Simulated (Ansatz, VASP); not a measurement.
InSe in VASP and in Ansatz

Contents of INCAR:

```
SYSTEM = InSe
  PREC = Accurate
  ENCUT = 520
  EDIFF = 1E-6
  ISMEAR = 0
  SIGMA = 0.1
  LREAL = .False.
  LASPH = .True.
  NELM = 100
  ALGO = Normal
  ISIF = 2
  LWAVE = .False.
  LCHARG = .False.
  GGA = PS
  IVDW = 12
  NBANDS = 27
```

KPOINTS

```
Automatic mesh
0
Gamma
  6 6 6
  0 0 0
```

File POSCAR:

```
InSe
1.0
    2.0000000000      1.1547005384      8.4400000000
   -2.0000000000      1.1547005384      8.4400000000
    0.0000000000     -2.3094010768      8.4400000000
In Se
2 2
Direct
    0.0000000000      0.0000000000      0.0000000000
    0.1114000000      0.1114000000      0.1114000000
    0.6165000000      0.6165000000      0.6165000000
    0.8281000000      0.8281000000      0.8281000000
```

Input for Ansatz:

```yaml
crystal:
  lattice:
    - [2.0, 1.1547005384, 8.44]
    - [-2.0, 1.1547005384, 8.44]
    - [0.0, -2.3094010768, 8.44]
  atoms:
    - { symbol: In, position: [0.0, 0.0, 0.0] }
    - { symbol: In, position: [0.1114, 0.1114, 0.1114] }
    - { symbol: Se, position: [0.6165, 0.6165, 0.6165] }
    - { symbol: Se, position: [0.8281, 0.8281, 0.8281] }
basis:
  ecutwfc: 420
kpoints:
  mp_grid: { grid: [6, 6, 6] }
hamiltonian:
  xc: pbesol
  dispersion: d3bj
  pseudopotentials: { kind: paw }
scf:
  occupations: { method: gaussian, width: 0.1 }
output:
  forces: true
  stress: true
  eigenvalues: true
```

Alike in both runs: task single point; functional PBEsol; dispersion D3(BJ); k mesh 6 × 6 × 6; occupations gaussian, width 0.1 eV; no spin polarisation.

```csv
,VASP,Ansatz
version,VASP 6.6.1,Ansatz 0.2.0
potentials or method,"VASP PAW PBE potentials, release 64 (In_d, Se), cutoff 520 eV","scalar-relativistic, plane waves, PAW"
valence electrons in the cell,38,58
```

Ansatz gave:

* gap on the k mesh at the Fermi level (eV): 0.34
* least direct gap on the mesh (eV): 0.34
* pressure (GPa): -1.4
* traceless stress, the component that is largest in VASP (GPa): -0.73
* rms of the force components (eV/Å): 0.118

Question: Which values does VASP return?

Answer: gap on the k mesh at the Fermi level (eV): 0.33; least direct gap on the mesh (eV): 0.33; pressure (GPa): -1.4; traceless stress, the component that is largest in VASP (GPa): -0.74; rms of the force components (eV/Å): 0.128.

VASP's potentials were made for PBE, not for PBEsol. Atom by atom the forces differ by 0.012 eV/Å (rms over components). VASP's potentials hold 38 valence electrons a cell and Ansatz's 58, so a difference there can come from the potentials and not from the codes.
